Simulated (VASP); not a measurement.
# Co (Fm-3m) in VASP: notebook

The runs below take Co through single point, with PBE.

Everything below comes from runs of VASP 6.6.1. Logs are shortened: lines on timing, memory, paths and dates and some standing lists are left out, and cuts for length are marked.

### 1 The cell of the first run

Symmetry: Fm-3m, No. 225, cubic system. Conventional cell: a = 3.548 Å, b = 3.548 Å, c = 3.548 Å, α = 90.00°, β = 90.00°, γ = 90.00°. Co (site symmetry m-3m) has 12 Co at 2.51 Å within 3.3 Å.

### 2 Single point, PBE

File INCAR:

```
PREC     = Accurate       # precision mode
ENCUT    = 600            # plane-wave cutoff, eV
EDIFF    = 1E-6           # SCF threshold, eV
ISMEAR   = -1             # smearing method
SIGMA    = 0.05           # smearing width, eV
LREAL    = F              # projectors in reciprocal space
LASPH    = T              # aspherical terms in the spheres
NELM     = 120            # most SCF steps
ALGO     = Normal         # electronic algorithm
ISIF     = 2              # what is computed and relaxed
LWAVE    = F              # write WAVECAR
LCHARG   = F              # write CHGCAR
GGA      = PE             # functional
ISYM     = 0            
NBANDS   = 16             # bands
GGA_COMPAT= F
```

File KPOINTS:

```
regular mesh
0
Gamma
  7 10 12
```

File POSCAR:

```
Co
1.0
   -1.7740000000     -1.7740000000     -3.5480000000
    1.7740000000     -1.7740000000      0.0000000000
   -1.7740000000     -1.7740000000      0.0000000000
Co
2
Direct
    0.0000000000      0.0000000000      0.0000000000
    0.5000000000      0.5000000000      0.0000000000
```

Potentials or basis: VASP PAW PBE potentials, release 64 (Co).

The run is started by

```sh
$ cat potpaw_PBE.64/Co/POTCAR > POTCAR
$ mpirun -np 1 vasp_std > vasp.out
```

OUTCAR:

```text
PREC = Accurate
   ENCUT = 600
   EDIFF = 1E-6
   ISMEAR = -1
   LREAL = F
   LASPH = T
   NELM = 120
   ISIF = 2
   GGA = PE
   ISYM = 0

 ion  position               nearest neighbor table
   1  0.000  0.000  0.000-   2 2.51   2 2.51   2 2.51   2 2.51   2 2.51   2 2.51   2 2.51   2 2.51

   2  0.500  0.500  0.000-   1 2.51   1 2.51   1 2.51   1 2.51   1 2.51   1 2.51   1 2.51   1 2.51

IMPORTANT INFORMATION: All symmetrisations will be switched off!
NOSYMM: (Re-)initialisation of all symmetry stuff for point group C_1.

----------------------------------------------------------------------------------------

                                     Primitive cell

  volume of cell :      22.3317

  direct lattice vectors                    reciprocal lattice vectors
    -1.774000000 -1.774000000 -3.548000000     0.000000000  0.000000000 -0.281848929
     1.774000000 -1.774000000  0.000000000     0.281848929 -0.281848929  0.000000000
    -1.774000000 -1.774000000  0.000000000    -0.281848929 -0.281848929  0.281848929

  length of vectors
     4.345394804  2.508814860  2.508814860     0.281848929  0.398594578  0.488176665

  position of ions in fractional coordinates (direct lattice)
     0.000000000  0.000000000  0.000000000
     0.500000000  0.500000000  0.000000000

  ion indices of the primitive-cell ions
   primitive index   ion index
                 1           1
                 2           2

----------------------------------------------------------------------------------------

 KPOINTS: regular mesh

Automatic generation of k-mesh.
 Grid dimensions read from file:
 generate k-points for:    7   10   12

 Generating k-lattice:

  Cartesian coordinates                     Fractional coordinates (reciprocal lattice)
     0.000000000  0.000000000 -0.040264133     0.142857143  0.000000000  0.000000000
     0.028184893 -0.028184893  0.000000000     0.000000000  0.100000000  0.000000000
    -0.023487411 -0.023487411  0.023487411     0.000000000  0.000000000  0.083333333

  Length of vectors
     0.040264133  0.039859458  0.040681389

  Shift w.r.t. Gamma in fractional coordinates (k-lattice)
     0.000000000  0.000000000  0.000000000

 -----------------------------------------------------------------------------
|                                                                             |
|           W    W    AA    RRRRR   N    N  II  N    N   GGGG   !!!           |
|           W    W   A  A   R    R  NN   N  II  NN   N  G    G  !!!           |
|           W    W  A    A  R    R  N N  N  II  N N  N  G       !!!           |
|           W WW W  AAAAAA  RRRRR   N  N N  II  N  N N  G  GGG   !            |
|           WW  WW  A    A  R   R   N   NN  II  N   NN  G    G                |
|           W    W  A    A  R    R  N    N  II  N    N   GGGG   !!!           |
|                                                                             |
|     Your reciprocal lattice and k-lattice belong to different lattice       |
|     classes:                                                                |
|                                                                             |
|        The reciprocal lattice is simple tetragonal,                         |
|        whereas your k-lattice is simple monoclinic.                         |
|                                                                             |
|     Results are often still useful ...                                      |
|                                                                             |
 -----------------------------------------------------------------------------

 WARNING: IBZKPT: internal override: KBLOWUP is changed to .FALSE.
      ... skipping the blow-up phase ...

 Subroutine IBZKPT returns following result:
 ===========================================

 Found    422 irreducible k-points:

 Following reciprocal coordinates:
            Coordinates               Weight
  0.000000  0.000000  0.000000      1.000000
  0.142857  0.000000  0.000000      2.000000
  0.285714  0.000000  0.000000      2.000000
  0.428571  0.000000  0.000000      2.000000
  0.000000  0.100000  0.000000      2.000000
  0.142857  0.100000  0.000000      2.000000
[... 16 lines left out ...]
 -0.428571  0.300000  0.000000      2.000000
 -0.285714  0.300000  0.000000      2.000000
 [... further k-points ...]
   k-points           NKPTS =    422   k-points in BZ     NKDIM =    422   number of bands    NBANDS=     16
   number of dos      NEDOS =    301   number of ions     NIONS =      2
   total plane-waves  NPLWV =  14400
   dimension x,y,z NGX =    36 NGY =   20 NGZ =   20
   dimension x,y,z NGXF=    72 NGYF=   40 NGZF=   40
   ions per type =               2
   NGX,Y,Z   is equivalent  to a cutoff of  13.77, 13.25, 13.25 a.u.
   NGXF,Y,Z  is equivalent  to a cutoff of  27.55, 26.51, 26.51 a.u.
 SYSTEM =  unknown system
   PREC   = accura    normal or accurate (medium, high low for compatibility)
   ISTART =      0    job   : 0-new  1-cont  2-samecut
   ICHARG =      2    charge: 1-file 2-atom 10-const
   ISPIN  =      1    spin polarized calculation?
   LNONCOLLINEAR =      F non collinear calculations
   LSORBIT =      F    spin-orbit coupling
   LASPH  =      T    aspherical Exc in radial PAW
   ENCUT  =  600.0 eV  44.10 Ry    6.64 a.u.   8.68  5.01  5.01*2*pi/ulx,y,z
   NELM   =    120;   NELMIN=  2; NELMDL= -5     # of ELM steps
   EDIFF  = 0.1E-05   stopping-criterion for ELM
   LREAL  =      F    real-space projection
   EDIFFG = 0.1E-04   stopping-criterion for IOM
   NSW    =      0    number of steps for IOM
   IBRION =     -1    ionic relax: 0-MD 1-quasi-New 2-CG
   NFREE  =      0    steps in history (QN), initial steepest desc. (CG)
   ISIF   =      2    stress and relaxation
   ISYM   =      0    0-nonsym 1-usesym 2-fastsym
   POTIM  = 0.5000    time-step for ionic-motion
   TEBEG  =    0.0;   TEEND  =   0.0 temperature during run
   PSTRESS=    0.0 pullay stress
   NELECT =      18.0000    total number of electrons
   NUPDOWN=      -1.0000    fix difference up-down
   EMIN   =  10.00;   EMAX   =-10.00  energy-range for DOS
   EFERMI =   0.00;   METHOD = LEGACY
   ISMEAR =    -1;   SIGMA  =   0.05  broadening in eV -4-tet -1-fermi 0-gaus
   EFERMI_NEDOS =   21; number of points for ismear=-14 and -15
   IALGO  =     38    algorithm
   IMIX   =      4    mixing-type and parameters
     AMIX     =   0.40;   BMIX     =  1.00
     AMIX_MAG =   1.60;   BMIX_MAG =  1.00
  volume/ion in A,a.u.               =      11.17        75.35
  Fermi-wavevector in a.u.,A,eV,Ry     =   1.523557  2.879105 31.582198  2.321226
  Thomas-Fermi vector in A             =   2.631984
   LORBIT       =      0    0 simple, 1 ext, 2 COOP (PROOUT), +10 PAW based schemes
   GGA     = PE    functional components
   LHFCALC =     F    Hartree Fock is set to
   AEXX    =    0.0000 exact exchange contribution
   IVDW    =     0    specifies the selected vdW correction
   LEPSILON=     F    determine dielectric tensor
   LRPA    =     F    only Hartree local field effects (RPA)
 non-spin polarized calculation
  energy-cutoff  :      600.00
  volume of cell :       22.33
 maximum number of plane-waves:       760
   NGX = 17   NGY = 11   NGZ = 11

 number of electron      18.0000003 magnetization

 Free energy of the ion-electron system (eV)
  ---------------------------------------------------
  ext. energy  EPLUGINS =         0.00000000
  ---------------------------------------------------
  free energy    TOTEN  =       -13.59755930 eV

  energy without entropy =      -13.55646494  energy(sigma->0) =      -13.57701212

 E-fermi :   9.6710     XC(G=0): -13.2536

 val. band max:        9.6697091339   @ k =  -0.4286  -0.1000   0.3333
 cond. band min:       9.6747726583   @ k =  -0.4286   0.3000   0.0000
 fundamental gap:      0.0050635244
 Fermi energy:         9.6710102217

 k-point     1 :       0.0000    0.0000    0.0000
  band No.  band energies     occupation
      1       1.0997      2.00000
      2       5.3687      2.00000
      3       5.9734      2.00000
      4       7.9588      2.00000
      5       7.9611      2.00000
      6       7.9617      2.00000
[... 8 lines left out ...]
     15      24.6130      0.00000
     16      29.6220      0.00000

 k-point     2 :       0.1429    0.0000    0.0000
  band No.  band energies     occupation
      1       1.3642      2.00000
      2       5.3845      2.00000
      3       6.0626      2.00000
      4       7.8501      2.00000
      5       8.0428      2.00000
      6       8.0433      2.00000
[... 8 lines left out ...]
     15      25.0354      0.00000
     16      29.6839      0.00000

 k-point     3 :       0.2857    0.0000    0.0000
  band No.  band energies     occupation
      1       2.1313      2.00000
      2       5.2677      2.00000
      3       6.3171      2.00000
      4       7.5520      2.00000
      5       8.2828      2.00000
      6       8.2833      2.00000
[... 8 lines left out ...]
     15      26.2309      0.00000
     16      29.8773      0.00000

 k-point     4 :       0.4286    0.0000    0.0000
  band No.  band energies     occupation
      1       3.2964      2.00000
      2       4.5497      2.00000
      3       6.6970      2.00000
      4       7.1372      2.00000
      5       8.5092      2.00000
      6       8.5401      2.00000
[... 8 lines left out ...]
     15      28.0371      0.00000
     16      30.2784      0.00000
[... 324 lines left out ...]
 k-point    22 :       0.4286    0.3000    0.0000
  band No.  band energies     occupation
      1       4.7178      2.00000
      2       5.4358      2.00000
      3       7.4645      2.00000
      4       7.7269      2.00000
      5       7.8940      2.00000
      6       7.9972      2.00000
[... 8 lines left out ...]
     15      29.3625      0.00000
     16      30.6929      0.00000

 k-point    23 :      -0.4286    0.3000    0.0000
  band No.  band energies     occupation
      1       4.7178      2.00000
      2       5.4358      2.00000
      3       7.4645      2.00000
      4       7.7269      2.00000
      5       7.8940      2.00000
      6       7.9972      2.00000
[... 8 lines left out ...]
     15      29.3625      0.00000
     16      30.6929      0.00000

 k-point    24 :      -0.2857    0.3000    0.0000
  band No.  band energies     occupation
      1       3.9914      2.00000
      2       5.9907      2.00000
      3       7.0155      2.00000
      4       7.6119      2.00000
      5       7.8685      2.00000
      6       8.1281      2.00000
[... 8 lines left out ...]
     15      25.9456      0.00000
     16      29.1883      0.00000

 [... further k-points ...]
[... 5 lines left out ...]
  --------------------------------------------------------------------------------------
  -------------------------------------------------------------------------------------
  Total       -2.4310567     -2.4310561     -2.3609183      0.0161052      0.0121943      0.0121918
  in kB     -174.4154031   -174.4153596   -169.3833431      1.1554645      0.8748765      0.8746958
  external PRESSURE =    -172.7380352 kB  Pullay stress =       0.0000000 kB

 VOLUME and BASIS-vectors are now :
 -----------------------------------------------------------------------------
  energy-cutoff  :      600.00
  volume of cell :       22.33
      direct lattice vectors                 reciprocal lattice vectors
    -1.774000000 -1.774000000 -3.548000000     0.000000000  0.000000000 -0.281848929
     1.774000000 -1.774000000  0.000000000     0.281848929 -0.281848929  0.000000000
    -1.774000000 -1.774000000  0.000000000    -0.281848929 -0.281848929  0.281848929

 POSITION                                       TOTAL-FORCE (eV/Angst)
 -----------------------------------------------------------------------------------
      0.00000      0.00000      0.00000        -0.000000      0.000000     -0.000001
      0.00000     -1.77400     -1.77400         0.000000     -0.000000      0.000001
 -----------------------------------------------------------------------------------
    total drift:                                0.000002     -0.000000     -0.000001

  FREE ENERGIE OF THE ION-ELECTRON SYSTEM (eV)
  ---------------------------------------------------
  free  energy   TOTEN  =       -13.5975592969 eV

  energy  without entropy=      -13.5564649401  energy(sigma->0) =      -13.57701212
```

It took 69 s on 1 thread of Intel Xeon 6975P-C, shared host; peak memory 0.27 GiB.

What came out:

```
Free energy            : -13.5976 eV
Pressure               : -17.3 GPa
Band gap on the k mesh : zero (band 9 reaches 10.17 eV, above the bottom of band 10 at 9.08 eV)
```

Levels at points of the mesh, in eV from the Fermi level:
```
           k point  band 6  band 7  band 8  band 9  band 10  band 11  band 12  band 13
(0.00, 0.00, 0.00)   -1.71   -0.51   -0.51    0.27     0.50     0.50     2.73     9.95
(0.00, 0.50, 0.00)   -2.19   -1.01   -1.01   -0.54    -0.54     1.82     1.82    11.99
(0.00, 0.00, 0.50)   -1.76   -0.02   -0.02    0.29     0.29     0.29     0.29     6.57
(0.00, 0.50, 0.50)   -2.47   -0.61   -0.61    0.49     0.49     8.22     8.22     8.23
```

Caveat: the run has no spin polarisation, though such a crystal can be magnetic.

(Continued in part 2 of 2.)
